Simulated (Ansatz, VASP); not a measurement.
**Na in VASP and in Ansatz**

POSCAR

```
Na
1.0
   -2.1410000000      2.1410000000      2.1410000000
    2.1410000000     -2.1410000000      2.1410000000
    2.1410000000      2.1410000000     -2.1410000000
Na
1
Direct
    0.0000000000      0.0000000000      0.0000000000
```

The input INCAR.step1:

```
SYSTEM = Na
PREC = Accurate
ENCUT = 600
ISMEAR = 0
SIGMA = 0.1
LREAL = .FALSE.
LASPH = .TRUE.
NELM = 80
GGA = PE
ALGO = Normal
EDIFF = 1E-4
LWAVE = .TRUE.
LCHARG = .FALSE.
```

INCAR.step2

```
SYSTEM = Na
PREC = Accurate
ENCUT = 600
EDIFF = 1E-7
ISMEAR = 0
SIGMA = 0.1
LREAL = .FALSE.
LASPH = .TRUE.
NELM = 80
ALGO = Normal
ISIF = 3
LWAVE = .FALSE.
LCHARG = .FALSE.
METAGGA = R2SCAN
LMIXTAU = .TRUE.
IBRION = 2
NSW = 100
EDIFFG = -0.005
ISTART = 1
```

KPOINTS

```
Automatic mesh
0
G
  14 14 14
  0 0 0
```

Input for Ansatz:

```yaml
crystal:
  lattice:
    - [-2.141, 2.141, 2.141]
    - [2.141, -2.141, 2.141]
    - [2.141, 2.141, -2.141]
  atoms:
    - { symbol: Na, position: [0.0, 0.0, 0.0] }
basis:
  ecutwfc: 500
kpoints:
  mp_grid: { grid: [14, 14, 14] }
hamiltonian:
  xc: r2scan
scf:
  occupations: { method: gaussian, width: 0.1 }
output:
  forces: true
  stress: true
  eigenvalues: true
  write_density: true
  write_potential: true
  elf: true
  volumetric_format: npy
relax:
  adjacent_minimum: "off"
  f_tol: 0.005
  max_steps: 80
  cell: { stress_tol: 0.05 }
```

Alike in both runs: task relaxation of cell and atoms; functional r2SCAN; k mesh 14 × 14 × 14; occupations gaussian, width 0.1 eV; no spin polarisation.

|  | VASP | Ansatz |
| --- | --- | --- |
| version | VASP 6.6.1 | Ansatz 0.2.0 |
| potentials or method | VASP PAW PBE potentials, release 64 (Na_pv), cutoff 600 eV | scalar-relativistic, plane waves, PAW |
| valence electrons in the cell | 7 | 9 |

|  | VASP | Ansatz | Ansatz less VASP |
| --- | --- | --- | --- |
| gap on the k mesh at the Fermi level, each at its own relaxed structure (eV) | none | none | - |
| relaxed volume (Å³/atom) | 37.81 | 37.61 | -0.201 |
| relaxed length of the cell vector where the two differ most in proportion (Å) | 3.662 | 3.656 | -0.0065 |

VASP's potentials were made for PBE, not for r2SCAN. A gap of «none» marks a metal or a gap that the smearing closes. VASP's potentials hold 7 valence electrons a cell and Ansatz's 9, so a difference there can come from the potentials and not from the codes.
